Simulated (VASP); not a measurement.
# Sr (P-1) in VASP: single point with revPBE+D3(BJ)

Aim: the single point of Sr with revPBE+D3(BJ).

Program: VASP 6.6.1. These are calculated values, not measurements. Logs are shortened: lines on timing, memory, paths and dates and some standing lists are left out, and cuts for length are marked.

### 1 The cell of the first run

The typed cell holds 1 atom: a = 4.418 Å, b = 4.327 Å, c = 4.297 Å, α = 58.06°, β = 58.55°, γ = 59.45°.

### 2 Single point, revPBE+D3(BJ), collinear spin (the cell strained at random)

INCAR

```
SYSTEM = Sr
PREC     = Accurate       ! precision mode
ENCUT    = 520            ! plane-wave cutoff, eV
EDIFF    = 1E-6           ! SCF threshold, eV
ISMEAR   = -1             ! smearing method
SIGMA    = 0.05           ! smearing width, eV
LREAL    = .FALSE.        ! projectors in reciprocal space
LASPH    = .TRUE.         ! aspherical terms in the spheres
NELM     = 150            ! most SCF steps
ALGO     = Normal         ! electronic algorithm
ISIF     = 2              ! what is computed and relaxed
LWAVE    = .FALSE.        ! write WAVECAR
LCHARG   = .FALSE.        ! write CHGCAR
ISPIN    = 2              ! spin polarisation
MAGMOM   = 0.5            ! initial moments
LORBIT   = 11             ! projections on sites
GGA      = RE             ! functional
IVDW     = 12             ! dispersion correction
NBANDS   = 15             ! bands
```

KPOINTS

```
regular mesh
0
G
  8 8 8
  0 0 0
```

POSCAR

```
Sr
1.0
    0.0084510000      3.1394780000      3.1084570000
    3.0692830000      0.0680870000      3.0488210000
    3.0321780000      3.0427370000      0.1051920000
Sr
1
Direct
    0.0000000000      0.0000000000      0.0000000000
```

Potentials or basis: VASP PAW PBE potentials, release 64 (Sr_sv).

The run is started by

```sh
$ cat potpaw_PBE.64/Sr_sv/POTCAR > POTCAR
$ mpirun -np 1 vasp_std > vasp.out
```

OUTCAR:

```text
SYSTEM = Sr
   PREC = Accurate
   ENCUT = 520
   EDIFF = 1E-6
   ISMEAR = -1
   LREAL = .FALSE.
   LASPH = .TRUE.
   NELM = 150
   ISIF = 2
   ISPIN = 2
   LORBIT = 11
   GGA = RE
   IVDW = 12
 IVDW          = 12

 ion  position               nearest neighbor table
   1  0.000  0.000  0.000-

  LATTYP: Found a triclinic cell.
 ALAT       =     4.1850771908
 B/A-ratio  =     1.0361942617
 C/A-ratio  =     1.0267212940
 COS(alpha) =     0.0037953039
 COS(beta)  =     0.4798406650
 COS(gamma) =     0.4999964014

  Lattice vectors:

 A1 = (  -0.0371050000,   2.9746500000,  -2.9436290000)
 A2 = (  -3.0608320000,   3.0713910000,   0.0596360000)
 A3 = (   3.0321780000,   3.0427370000,   0.1051920000)

Analysis of symmetry for initial positions (statically):
=====================================================================
 Subroutine PRICEL returns:
 Original cell was already a primitive cell.

 Routine SETGRP: Setting up the symmetry group for a
 triclinic supercell.

 Subroutine GETGRP returns: Found  2 space group operations
 (whereof  2 operations were pure point group operations)
 out of a pool of  2 trial point group operations.

The static configuration has the point symmetry S_2 .

Analysis of symmetry for dynamics (positions and initial velocities):
=====================================================================
 Subroutine PRICEL returns:
 Original cell was already a primitive cell.

 Routine SETGRP: Setting up the symmetry group for a
 triclinic supercell.

 Subroutine GETGRP returns: Found  2 space group operations
 (whereof  2 operations were pure point group operations)
 out of a pool of  2 trial point group operations.

The dynamic configuration has the point symmetry S_2 .

Analysis of structural, dynamic, and magnetic symmetry:
=====================================================================
 Subroutine PRICEL returns:
 Original cell was already a primitive cell.

 Routine SETGRP: Setting up the symmetry group for a
 triclinic supercell.

 Subroutine GETGRP returns: Found  2 space group operations
 (whereof  2 operations were pure point group operations)
 out of a pool of  2 trial point group operations.

The overall configuration has the point symmetry S_2 .

 Subroutine INISYM returns: Found  2 space group operations
 (whereof  2 operations are pure point group operations),
 and found     1 'primitive' translations

----------------------------------------------------------------------------------------

                                     Primitive cell

  volume of cell :      56.3194

  direct lattice vectors                    reciprocal lattice vectors
     0.008451000  3.139478000  3.108457000    -0.164589925  0.158412753  0.162156850
     3.069283000  0.068087000  3.048821000     0.162075175 -0.167340448  0.168569795
     3.032178000  3.042737000  0.105192000     0.166196170  0.168946693 -0.171084545

  length of vectors
     4.418019743  4.326712778  4.296907869     0.280141550  0.287553410  0.292291077

  position of ions in fractional coordinates (direct lattice)
     0.000000000  0.000000000  0.000000000

  ion indices of the primitive-cell ions
   primitive index   ion index
                 1           1

----------------------------------------------------------------------------------------

 KPOINTS: regular mesh

Automatic generation of k-mesh.
 Grid dimensions read from file:
 generate k-points for:    8    8    8

 Generating k-lattice:

  Cartesian coordinates                     Fractional coordinates (reciprocal lattice)
    -0.020573741  0.019801594  0.020269606     0.125000000  0.000000000  0.000000000
     0.020259397 -0.020917556  0.021071224     0.000000000  0.125000000 -0.000000000
     0.020774521  0.021118337 -0.021385568     0.000000000 -0.000000000  0.125000000

  Length of vectors
     0.035017694  0.035944176  0.036536385

  Shift w.r.t. Gamma in fractional coordinates (k-lattice)
     0.000000000  0.000000000  0.000000000

 Subroutine IBZKPT returns following result:
 ===========================================

 Found    260 irreducible k-points:

 Following reciprocal coordinates:
            Coordinates               Weight
  0.000000  0.000000  0.000000      1.000000
  0.125000 -0.000000  0.000000      2.000000
  0.250000 -0.000000  0.000000      2.000000
  0.375000  0.000000  0.000000      2.000000
  0.500000 -0.000000  0.000000      1.000000
 -0.000000  0.125000  0.000000      2.000000
[... 16 lines left out ...]
  0.125000  0.375000 -0.000000      2.000000
  0.250000  0.375000  0.000000      2.000000
 [... further k-points ...]
   k-points           NKPTS =    260   k-points in BZ     NKDIM =    260   number of bands    NBANDS=     15
   number of dos      NEDOS =    301   number of ions     NIONS =      1
   total plane-waves  NPLWV =  36864
   dimension x,y,z NGX =    36 NGY =   32 NGZ =   32
   dimension x,y,z NGXF=    72 NGYF=   64 NGZF=   64
   ions per type =               1
   NGX,Y,Z   is equivalent  to a cutoff of  13.55, 12.30, 12.38 a.u.
   NGXF,Y,Z  is equivalent  to a cutoff of  27.09, 24.59, 24.76 a.u.
 SYSTEM =  Sr
   PREC   = accura    normal or accurate (medium, high low for compatibility)
   ISTART =      0    job   : 0-new  1-cont  2-samecut
   ICHARG =      2    charge: 1-file 2-atom 10-const
   ISPIN  =      2    spin polarized calculation?
   LNONCOLLINEAR =      F non collinear calculations
   LSORBIT =      F    spin-orbit coupling
   LASPH  =      T    aspherical Exc in radial PAW
   ENCUT  =  520.0 eV  38.22 Ry    6.18 a.u.   8.21  8.04  7.99*2*pi/ulx,y,z
   NELM   =    150;   NELMIN=  2; NELMDL= -5     # of ELM steps
   EDIFF  = 0.1E-05   stopping-criterion for ELM
   LREAL  =      F    real-space projection
   EDIFFG = 0.1E-04   stopping-criterion for IOM
   NSW    =      0    number of steps for IOM
   IBRION =     -1    ionic relax: 0-MD 1-quasi-New 2-CG
   NFREE  =      0    steps in history (QN), initial steepest desc. (CG)
   ISIF   =      2    stress and relaxation
   ISYM   =      2    0-nonsym 1-usesym 2-fastsym
   POTIM  = 0.5000    time-step for ionic-motion
   TEBEG  =    0.0;   TEEND  =   0.0 temperature during run
   PSTRESS=    0.0 pullay stress
   NELECT =      10.0000    total number of electrons
   NUPDOWN=      -1.0000    fix difference up-down
   EMIN   =  10.00;   EMAX   =-10.00  energy-range for DOS
   EFERMI =   0.00;   METHOD = LEGACY
   ISMEAR =    -1;   SIGMA  =   0.05  broadening in eV -4-tet -1-fermi 0-gaus
   EFERMI_NEDOS =   21; number of points for ismear=-14 and -15
   IALGO  =     38    algorithm
   IMIX   =      4    mixing-type and parameters
     AMIX     =   0.40;   BMIX     =  1.00
     AMIX_MAG =   1.60;   BMIX_MAG =  1.00
  volume/ion in A,a.u.               =      56.32       380.06
  Fermi-wavevector in a.u.,A,eV,Ry     =   0.920144  1.738819 11.519566  0.846664
  Thomas-Fermi vector in A             =   2.045416
   LORBIT       =     11    0 simple, 1 ext, 2 COOP (PROOUT), +10 PAW based schemes
   GGA     = RE    functional components
   LHFCALC =     F    Hartree Fock is set to
   AEXX    =    0.0000 exact exchange contribution
   IVDW    =    12    specifies the selected vdW correction
   LEPSILON=     F    determine dielectric tensor
   LRPA    =     F    only Hartree local field effects (RPA)
 spin polarized calculation
  energy-cutoff  :      520.00
  volume of cell :       56.32
 maximum number of plane-waves:      1534
 NGX is ok and might be reduce to    36
   NGX = 17   NGY = 17   NGZ = 15

 number of electron      10.0000000 magnetization      -0.0063233

 number of electron      10.0000000 magnetization       0.0019284

 Free energy of the ion-electron system (eV)
  ---------------------------------------------------
  ext. energy  EPLUGINS =         0.00000000
  ---------------------------------------------------
  free energy    TOTEN  =        -1.48065084 eV

  energy without entropy =       -1.47130232  energy(sigma->0) =       -1.47597658

 E-fermi :   1.5380     XC(G=0):  -7.1931

 val. band max:        1.5196071634   @ k =  -0.3750   0.1250   0.2500
 cond. band min:       1.5398351577   @ k =   0.0000  -0.3750   0.3750
 fundamental gap:      0.0202279943
 Fermi energy:         1.5379810022

 spin component 1

 k-point     1 :       0.0000    0.0000    0.0000
  band No.  band energies     occupation
      1     -35.1276      1.00000
      2     -17.0220      1.00000
      3     -17.0218      1.00000
      4     -17.0201      1.00000
      5      -2.0115      1.00000
      6       3.7223      0.00000
      7       3.8751      0.00000
      8       4.1762      0.00000
      9       5.3436      0.00000
     10       5.4134      0.00000
     11       8.5549      0.00000
     12      10.2438      0.00000
     13      10.6035      0.00000
     14      11.0728      0.00000
[... 401 lines left out ...]
      2     -17.1584      1.00000
      3     -17.0677      1.00000
      4     -17.0616      1.00000
      5      -0.0452      1.00000
      6       2.3574      0.00000
      7       3.1454      0.00000
      8       4.7514      0.00000
      9       5.0816      0.00000
     10       6.1743      0.00000
     11       8.2719      0.00000
     12       9.3052      0.00000
     13      10.0325      0.00000
     14      10.8850      0.00000
     15      12.2077      0.00000

 [... further k-points ...]

 spin component 2

 k-point     1 :       0.0000    0.0000    0.0000
  band No.  band energies     occupation
      1     -35.1274      1.00000
      2     -17.0218      1.00000
      3     -17.0216      1.00000
      4     -17.0200      1.00000
      5      -2.0096      1.00000
      6       3.7224      0.00000
      7       3.8748      0.00000
      8       4.1762      0.00000
      9       5.3445      0.00000
     10       5.4143      0.00000
     11       8.5540      0.00000
     12      10.2467      0.00000
     13      10.6075      0.00000
     14      11.0784      0.00000
[... 401 lines left out ...]
      2     -17.1583      1.00000
      3     -17.0675      1.00000
      4     -17.0614      1.00000
      5      -0.0431      1.00000
      6       2.3574      0.00000
      7       3.1473      0.00000
      8       4.7526      0.00000
      9       5.0818      0.00000
     10       6.1745      0.00000
     11       8.2730      0.00000
     12       9.3067      0.00000
     13      10.0339      0.00000
     14      10.8880      0.00000
     15      12.2084      0.00000

 [... further k-points ...]

------------------------ aborting loop because EDIFF is reached ----------------------------------------

 Edisp (eV)   -0.32566

 E8    (eV) :    -0.2498

  FORCE on cell =-STRESS in cart. coord.  units (eV):
  Direction    XX          YY          ZZ          XY          YZ          ZX
  --------------------------------------------------------------------------------------
  -------------------------------------------------------------------------------------
  Total      -0.24241    -0.23687    -0.21702     0.04308    -0.23020    -0.06704
  in kB      -6.89599    -6.73849    -6.17386     1.22568    -6.54864    -1.90707
  external pressure =       -6.60 kB  Pullay stress =        0.00 kB

 VOLUME and BASIS-vectors are now :
 -----------------------------------------------------------------------------
  energy-cutoff  :      520.00
  volume of cell :       56.32
      direct lattice vectors                 reciprocal lattice vectors
     0.008451000  3.139478000  3.108457000    -0.164589925  0.158412753  0.162156850
     3.069283000  0.068087000  3.048821000     0.162075175 -0.167340448  0.168569795
     3.032178000  3.042737000  0.105192000     0.166196170  0.168946693 -0.171084545

 POSITION                                       TOTAL-FORCE (eV/Angst)
 -----------------------------------------------------------------------------------
      0.00000      0.00000      0.00000         0.000000     -0.000000     -0.000000
 -----------------------------------------------------------------------------------
    total drift:                               -0.000000      0.000000      0.000000

  FREE ENERGIE OF THE ION-ELECTRON SYSTEM (eV)
  ---------------------------------------------------
  free  energy   TOTEN  =        -1.8063093413 eV

  energy  without entropy=       -1.7969608276  energy(sigma->0) =       -1.80163508

 total charge

# of ion       s       p       d       tot
------------------------------------------
    1        2.062   5.736   0.125   7.922

 magnetization (x)

# of ion       s       p       d       tot
------------------------------------------
    1       -0.000   0.000   0.000   0.000
```

It took 3.5 min on 1 thread of Intel Xeon Platinum 8488C (Sapphire Rapids), shared host; peak memory 0.46 GiB.

What came out:

* Free energy: -1.8063 eV
* Pressure: -0.7 GPa
* Band gap on the k mesh: zero (filled and empty bands overlap)
* Net moment: 0.00 μB per cell
* Valence electrons inside the program's atomic spheres: Sr 7.92
* Dispersion energy per atom: -0.326 eV

Stress tensor (GPa, compression positive):
```
-0.69  0.12 -0.19
 0.12 -0.67 -0.65
-0.19 -0.65 -0.62
```

Caveat: the cell differs from its parent crystal (the cell strained at random); three body term missing; the PAW data sets were made with another functional, which shifts forces and pressure a little.

The gap in the log of VASP goes by the Fermi energy; the results here count the filled bands.